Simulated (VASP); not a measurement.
Wanted: the native input for a VASP 6.6.1 run.

```yaml
Task: single point
Functional: PBE
Potentials_or_basis: VASP PAW PBE potentials, release 64 (As, Se)
Cutoff: 520 eV
k_mesh: 12 × 12 × 12
Occupations: gaussian, width 0.1 eV
Spin: no spin polarisation
Dipole_correction: no
Further_INCAR_settings: ALGO = Normal; EDIFF = 1e-06; NBANDS = 15
```

The structure of As2Se lies in POSCAR:

```
As2Se
1.0
    0.0000000000      3.2674100661      3.2674100661
    3.2674100661      0.0000000000      3.2674100661
    3.2674100661      3.2674100661      0.0000000000
As Se
2 1
Direct
    0.2500000000      0.2500000000      0.2500000000
    0.7500000000      0.7500000000      0.7500000000
    0.0000000000      0.0000000000      0.0000000000
```

These files were run (other wordings do the same):

INCAR

```
PREC = Accurate
ENCUT = 520
EDIFF = 1E-6
ISMEAR = 0
SIGMA = 0.1
LREAL = False
LASPH = True
NELM = 100
ALGO = Normal
ISIF = 2
LWAVE = False
LCHARG = True
GGA = PE
LELF = True
LVHAR = True
NBANDS = 15
```

KPOINTS

```
regular mesh
0
Gamma
  12 12 12
```

Potentials or basis: VASP PAW PBE potentials, release 64 (As, Se).

Command:

```console
$ cat potpaw_PBE.64/As/POTCAR potpaw_PBE.64/Se/POTCAR > POTCAR
$ mpirun -np 1 vasp_std > vasp.out
```

It gave:

The pressure is 0.0 GPa and the band gap on the k mesh is zero (band 8 reaches 6.33 eV, above the bottom of band 9 at 2.01 eV).

It took 46 s on 1 thread of AMD EPYC 9R45 96-Core Processor (Zen 5), on a shared host, peak memory 0.22 GiB.
